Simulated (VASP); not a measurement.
# Mo (Im-3m) in VASP: notebook

The runs below take Mo through single point, with r2SCAN0, r2SCAN.

Everything below comes from runs of VASP 6.6.1. Logs are shortened: lines on timing, memory, paths and dates and some standing lists are left out, and cuts for length are marked.

### 1 The cell of the first run

Symmetry: Im-3m, No. 229, cubic system. Conventional cell: a = 3.153 Å, b = 3.153 Å, c = 3.153 Å, α = 90.00°, β = 90.00°, γ = 90.00°. Mo (site symmetry m-3m) has 14 Mo at 2.73 to 3.15 Å within 3.6 Å.

### 2 Single point, r2SCAN0

Contents of POSCAR:

```
Mo
1.0
   -1.5764210564      1.5764210564      1.5764210564
    1.5764210564     -1.5764210564      1.5764210564
    1.5764210564      1.5764210564     -1.5764210564
Mo
1
Direct
    0.0000000000      0.0000000000      0.0000000000
```

Contents of INCAR.step1:

```
SYSTEM = Mo
PREC     = Accurate       ! precision mode
ENCUT    = 520            ! plane-wave cutoff, eV
EDIFF    = 1E-5           ! SCF threshold, eV
ISMEAR   = -1             ! smearing method
SIGMA    = 0.1            ! smearing width, eV
LREAL    = .False.        ! projectors in reciprocal space
LASPH    = .True.         ! aspherical terms in the spheres
NELM     = 100            ! most SCF steps
ALGO     = Normal         ! electronic algorithm
ISIF     = 2              ! what is computed and relaxed
LWAVE    = .True.         ! write WAVECAR
LCHARG   = .False.        ! write CHGCAR
NBANDS   = 13             ! bands
GGA      = PE             ! functional
```

Contents of INCAR.step2:

```
SYSTEM = Mo
PREC     = Accurate       ! precision mode
ENCUT    = 520            ! plane-wave cutoff, eV
EDIFF    = 1E-6           ! SCF threshold, eV
ISMEAR   = -1             ! smearing method
SIGMA    = 0.1            ! smearing width, eV
LREAL    = .False.        ! projectors in reciprocal space
LASPH    = .True.         ! aspherical terms in the spheres
NELM     = 100            ! most SCF steps
ALGO     = Normal         ! electronic algorithm
ISIF     = 2              ! what is computed and relaxed
LWAVE    = .False.        ! write WAVECAR
LCHARG   = .False.        ! write CHGCAR
METAGGA  = R2SCAN         ! meta-GGA
LHFCALC  = .True.         ! exact exchange
AEXX     = 0.25           ! exact-exchange fraction
LMIXTAU  = .True.       
PRECFOCK = Normal       
NBANDS   = 13             ! bands
ISTART   = 1
```

Contents of KPOINTS:

```
regular mesh
0
Gamma
  7 7 7
  0 0 0
```

Potentials or basis: VASP PAW PBE potentials, release 64 (Mo_sv).

Started as:

```sh
cat potpaw_PBE.64/Mo_sv/POTCAR > POTCAR
cp INCAR.step1 INCAR
mpirun -np 1 vasp_std > vasp.out
cp INCAR.step2 INCAR
mpirun -np 1 vasp_std > vasp.out
```

OUTCAR:

```text
SYSTEM = Mo
   PREC = Accurate
   ENCUT = 520
   EDIFF = 1E-6
   ISMEAR = -1
   LREAL = .False.
   LASPH = .True.
   NELM = 100
   ISIF = 2
   METAGGA = R2SCAN
   LHFCALC = .True.
   AEXX = 0.25
   PRECFOCK = Normal
   ISTART = 1

 ion  position               nearest neighbor table
   1  0.000  0.000  0.000-

  LATTYP: Found a body centered cubic cell.
 ALAT       =     3.1528421128

  Lattice vectors:

 A1 = (  -1.5764210564,   1.5764210564,   1.5764210564)
 A2 = (   1.5764210564,  -1.5764210564,   1.5764210564)
 A3 = (   1.5764210564,   1.5764210564,  -1.5764210564)

Analysis of symmetry for initial positions (statically):
=====================================================================
 Subroutine PRICEL returns:
 Original cell was already a primitive cell.

 Routine SETGRP: Setting up the symmetry group for a
 body centered cubic supercell.

 Subroutine GETGRP returns: Found 48 space group operations
 (whereof 48 operations were pure point group operations)
 out of a pool of 48 trial point group operations.

The static configuration has the point symmetry O_h .

Analysis of symmetry for dynamics (positions and initial velocities):
=====================================================================
 Subroutine PRICEL returns:
 Original cell was already a primitive cell.

 Routine SETGRP: Setting up the symmetry group for a
 body centered cubic supercell.

 Subroutine GETGRP returns: Found 48 space group operations
 (whereof 48 operations were pure point group operations)
 out of a pool of 48 trial point group operations.

The dynamic configuration has the point symmetry O_h .

 Subroutine INISYM returns: Found 48 space group operations
 (whereof 48 operations are pure point group operations),
 and found     1 'primitive' translations

----------------------------------------------------------------------------------------

                                     Primitive cell

  volume of cell :      15.6703

  direct lattice vectors                    reciprocal lattice vectors
    -1.576421056  1.576421056  1.576421056     0.000000000  0.317174145  0.317174145
     1.576421056 -1.576421056  1.576421056     0.317174145  0.000000000  0.317174145
     1.576421056  1.576421056 -1.576421056     0.317174145  0.317174145  0.000000000

  length of vectors
     2.730441364  2.730441364  2.730441364     0.448551977  0.448551977  0.448551977

  position of ions in fractional coordinates (direct lattice)
     0.000000000  0.000000000  0.000000000

  ion indices of the primitive-cell ions
   primitive index   ion index
                 1           1

----------------------------------------------------------------------------------------

 KPOINTS: regular mesh

Automatic generation of k-mesh.
 Grid dimensions read from file:
 generate k-points for:    7    7    7

 Generating k-lattice:

  Cartesian coordinates                     Fractional coordinates (reciprocal lattice)
     0.000000000  0.045310592  0.045310592     0.142857143  0.000000000  0.000000000
     0.045310592  0.000000000  0.045310592     0.000000000  0.142857143  0.000000000
     0.045310592  0.045310592  0.000000000     0.000000000  0.000000000  0.142857143

  Length of vectors
     0.064078854  0.064078854  0.064078854

  Shift w.r.t. Gamma in fractional coordinates (k-lattice)
     0.000000000  0.000000000  0.000000000

 Subroutine IBZKPT returns following result:
 ===========================================

 Found     20 irreducible k-points:

 Following reciprocal coordinates:
            Coordinates               Weight
  0.000000  0.000000  0.000000      1.000000
  0.142857  0.000000  0.000000     12.000000
  0.285714  0.000000  0.000000     12.000000
  0.428571  0.000000  0.000000     12.000000
  0.142857  0.142857  0.000000     24.000000
  0.285714  0.142857  0.000000     48.000000
[... 12 lines left out ...]
 -0.428571 -0.428571  0.285714      8.000000
 -0.428571  0.428571  0.428571      6.000000
   k-points           NKPTS =     20   k-points in BZ     NKDIM =    343   number of bands    NBANDS=     13
   number of dos      NEDOS =    301   number of ions     NIONS =      1
   total plane-waves  NPLWV =   8000
   dimension x,y,z NGX =    20 NGY =   20 NGZ =   20
   dimension x,y,z NGXF=    40 NGYF=   40 NGZF=   40
   ions per type =               1
   NGX,Y,Z   is equivalent  to a cutoff of  12.18, 12.18, 12.18 a.u.
   NGXF,Y,Z  is equivalent  to a cutoff of  24.35, 24.35, 24.35 a.u.
 SYSTEM =  Mo
   PREC   = accura    normal or accurate (medium, high low for compatibility)
   ISTART =      1    job   : 0-new  1-cont  2-samecut
   ICHARG =      0    charge: 1-file 2-atom 10-const
   ISPIN  =      1    spin polarized calculation?
   LNONCOLLINEAR =      F non collinear calculations
   LSORBIT =      F    spin-orbit coupling
   LASPH  =      T    aspherical Exc in radial PAW
   ENCUT  =  520.0 eV  38.22 Ry    6.18 a.u.   5.08  5.08  5.08*2*pi/ulx,y,z
   NELM   =    100;   NELMIN=  2; NELMDL=  0     # of ELM steps
   EDIFF  = 0.1E-05   stopping-criterion for ELM
   LREAL  =      F    real-space projection
   EDIFFG = 0.1E-04   stopping-criterion for IOM
   NSW    =      0    number of steps for IOM
   IBRION =     -1    ionic relax: 0-MD 1-quasi-New 2-CG
   NFREE  =      0    steps in history (QN), initial steepest desc. (CG)
   ISIF   =      2    stress and relaxation
   ISYM   =      3    0-nonsym 1-usesym 2-fastsym
   POTIM  = 0.5000    time-step for ionic-motion
   TEBEG  =    0.0;   TEEND  =   0.0 temperature during run
   PSTRESS=    0.0 pullay stress
   NELECT =      14.0000    total number of electrons
   NUPDOWN=      -1.0000    fix difference up-down
   EMIN   =  10.00;   EMAX   =-10.00  energy-range for DOS
   EFERMI =   0.00;   METHOD = LEGACY
   ISMEAR =    -1;   SIGMA  =   0.10  broadening in eV -4-tet -1-fermi 0-gaus
   EFERMI_NEDOS =   21; number of points for ismear=-14 and -15
   IALGO  =     38    algorithm
   IMIX   =      1    mixing-type and parameters
     AMIX     =   0.40;   BMIX     =  1.00
     AMIX_MAG =   1.60;   BMIX_MAG =  1.00
  volume/ion in A,a.u.               =      15.67       105.75
  Fermi-wavevector in a.u.,A,eV,Ry     =   1.576735  2.979596 33.825338  2.486092
  Thomas-Fermi vector in A             =   2.677523
   LORBIT       =      0    0 simple, 1 ext, 2 COOP (PROOUT), +10 PAW based schemes
   METAGGA = R2SCAN    functional components
   LHFCALC =     T    Hartree Fock is set to
   PRECFOCK=normal    Normal, Fast or Accurate (Low or Medium for compatibility)
   ENCUT4O =  -1.0   cutoff for four orbital integrals eV
   NKREDX  =     1    reduce k-point grid by
   NKREDY  =     1    reduce k-point grid by
   NKREDZ  =     1    reduce k-point grid by
   AEXX    =    0.2500 exact exchange contribution
   HFSCREEN=    0.0000 screening length (either q_TF or 0.3 A-1)
   HFSCREENC=   0.0000 screening length for correlation (either q_TF or 0.3 A-1)
   ENCUTFOCK=  -1.0 apply spherical cutoff to Coloumb kernel
   IVDW    =     0    specifies the selected vdW correction
   LEPSILON=     F    determine dielectric tensor
   LRPA    =     F    only Hartree local field effects (RPA)
 non-spin polarized calculation
  energy-cutoff  :      520.00
  volume of cell :       15.67
 maximum number of plane-waves:       431
  NGX = 16; NGY = 16; NGZ = 16

 number of electron      14.0000002 magnetization

 Free energy of the ion-electron system (eV)
  ---------------------------------------------------
  ext. energy  EPLUGINS =         0.00000000
  ---------------------------------------------------
  free energy    TOTEN  =       -25.55836130 eV

  energy without entropy =      -25.55368689  energy(sigma->0) =      -25.55602410

 E-fermi :  12.4509     XC(G=0): -11.3324

 val. band max:       12.0676619914   @ k =  -0.4286   0.4286   0.2857
 cond. band min:      12.6128016293   @ k =  -0.4286  -0.4286   0.2857
 fundamental gap:      0.5451396379
 Fermi energy:        12.4508948133

 k-point     1 :       0.0000    0.0000    0.0000
  band No.  band energies     occupation
      1     -54.7795      2.00000
      2     -25.9506      2.00000
      3     -25.9506      2.00000
      4     -25.9506      2.00000
      5       3.2828      2.00000
      6      10.2773      2.00000
      7      10.2773      2.00000
      8      10.2773      2.00000
      9      15.5376      0.00000
     10      15.5376      0.00000
     11      28.9819      0.00000
     12      28.9819      0.00000
     13      28.9819      0.00000

 k-point     2 :       0.1429    0.0000    0.0000
  band No.  band energies     occupation
      1     -54.7210      2.00000
      2     -26.2855      2.00000
      3     -26.0518      2.00000
      4     -25.9488      2.00000
      5       4.2644      2.00000
      6       9.7210      2.00000
      7      10.1823      2.00000
      8      11.4046      1.99994
      9      14.8484      0.00000
     10      15.5189      0.00000
     11      29.5427      0.00000
     12      30.5525      0.00000
     13      30.5963      0.00000

 k-point     3 :       0.2857    0.0000    0.0000
  band No.  band energies     occupation
      1     -54.5872      2.00000
      2     -27.0029      2.00000
      3     -26.2725      2.00000
      4     -25.9459      2.00000
      5       5.8602      2.00000
      6       8.6453      2.00000
      7      10.3744      2.00000
      8      14.7707      0.00000
      9      14.8335      0.00000
     10      15.6755      0.00000
     11      28.4837      0.00000
     12      29.9464      0.00000
     13      34.6863      0.00000

 k-point     4 :       0.4286    0.0000    0.0000
  band No.  band energies     occupation
      1     -54.4778      2.00000
      2     -27.5469      2.00000
      3     -26.4419      2.00000
      4     -25.9449      2.00000
      5       5.7318      2.00000
      6       7.9044      2.00000
      7      13.3414      0.00027
      8      15.3806      0.00000
      9      16.0339      0.00000
     10      17.7774      0.00000
     11      26.2853      0.00000
     12      26.5676      0.00000
     13      32.7020      0.00000

 k-point     5 :       0.1429    0.1429    0.0000
  band No.  band energies     occupation
      1     -54.6247      2.00000
      2     -26.7738      2.00000
      3     -26.1764      2.00000
      4     -26.0212      2.00000
      5       5.7849      2.00000
      6       9.2781      2.00000
      7       9.3470      2.00000
      8      14.2203      0.00000
      9      14.2649      0.00000
     10      15.9144      0.00000
     11      30.2500      0.00000
     12      30.4123      0.00000
     13      32.1803      0.00000
[... 193 lines left out ...]
 k-point    18 :      -0.4286    0.4286    0.2857
  band No.  band energies     occupation
      1     -54.3400      2.00000
      2     -27.2354      2.00000
      3     -26.8152      2.00000
      4     -26.6603      2.00000
      5       7.0595      2.00000
      6       7.6275      2.00000
      7      12.0677      1.95760
      8      13.5554      0.00003
      9      17.1365      0.00000
     10      20.3261      0.00000
     11      26.3665      0.00000
     12      28.1502      0.00000
     13      32.2686      0.00000

 k-point    19 :      -0.4286   -0.4286    0.2857
  band No.  band energies     occupation
      1     -54.2994      2.00000
      2     -27.1150      2.00000
      3     -27.1150      2.00000
      4     -26.6947      2.00000
      5       6.8322      2.00000
      6       6.8322      2.00000
      7      12.6128      0.33067
      8      16.3934      0.00000
      9      16.3934      0.00000
     10      24.1510      0.00000
     11      24.1510      0.00000
     12      24.4277      0.00000
     13      34.5355      0.00000

 k-point    20 :      -0.4286    0.4286    0.4286
  band No.  band energies     occupation
      1     -54.2625      2.00000
      2     -27.0751      2.00000
      3     -27.0127      2.00000
      4     -27.0127      2.00000
      5       6.0828      2.00000
      6       6.2101      2.00000
      7      16.1510      0.00000
      8      16.1510      0.00000
      9      17.0102      0.00000
     10      21.6224      0.00000
     11      24.5906      0.00000
     12      24.5906      0.00000
     13      34.1662      0.00000

------------------------ aborting loop because EDIFF is reached ----------------------------------------

  FORCE on cell =-STRESS in cart. coord.  units (eV):
  Direction    XX          YY          ZZ          XY          YZ          ZX
  --------------------------------------------------------------------------------------
  -------------------------------------------------------------------------------------
  Total       -0.3316085     -0.3316085     -0.3316085     -0.0000000     -0.0000000      0.0000000
  in kB      -33.9046714    -33.9046714    -33.9046714     -0.0000000     -0.0000000      0.0000000
  external PRESSURE =     -33.9046714 kB  Pullay stress =       0.0000000 kB

 VOLUME and BASIS-vectors are now :
 -----------------------------------------------------------------------------
  energy-cutoff  :      520.00
  volume of cell :       15.67
      direct lattice vectors                 reciprocal lattice vectors
    -1.576421056  1.576421056  1.576421056     0.000000000  0.317174145  0.317174145
     1.576421056 -1.576421056  1.576421056     0.317174145  0.000000000  0.317174145
     1.576421056  1.576421056 -1.576421056     0.317174145  0.317174145  0.000000000

 POSITION                                       TOTAL-FORCE (eV/Angst)
 -----------------------------------------------------------------------------------
      0.00000      0.00000      0.00000        -0.000000     -0.000000     -0.000000
 -----------------------------------------------------------------------------------
    total drift:                               -0.000000      0.000000     -0.000000

  FREE ENERGIE OF THE ION-ELECTRON SYSTEM (eV)
  ---------------------------------------------------
  free  energy   TOTEN  =       -25.5583612962 eV

  energy  without entropy=      -25.5536868942  energy(sigma->0) =      -25.55602410
```

Wall time 42 min (1 thread of AMD EPYC 7R43 (Zen 3), shared host); peak memory 0.11 GiB.

Results:

| Property | Result |
| --- | --- |
| Free energy | -25.5584 eV |
| Pressure | -3.4 GPa |
| Band gap on the k mesh | zero (bands 7 and 8 overlap by 5.87 eV) |

Levels at points of the mesh, in eV from the Fermi level:
```
           k point  band 5  band 6  band 7  band 8  band 9  band 10
(0.00, 0.00, 0.00)   -9.17   -2.17   -2.17   -2.17    3.09     3.09
```

Caveat: the k points lie up to 0.40 Å⁻¹ apart, too coarse for converged energies and pressures of a metal; the PAW data sets were made with another functional, which shifts forces and pressure a little.

(Part 1 of 2 ends here.)
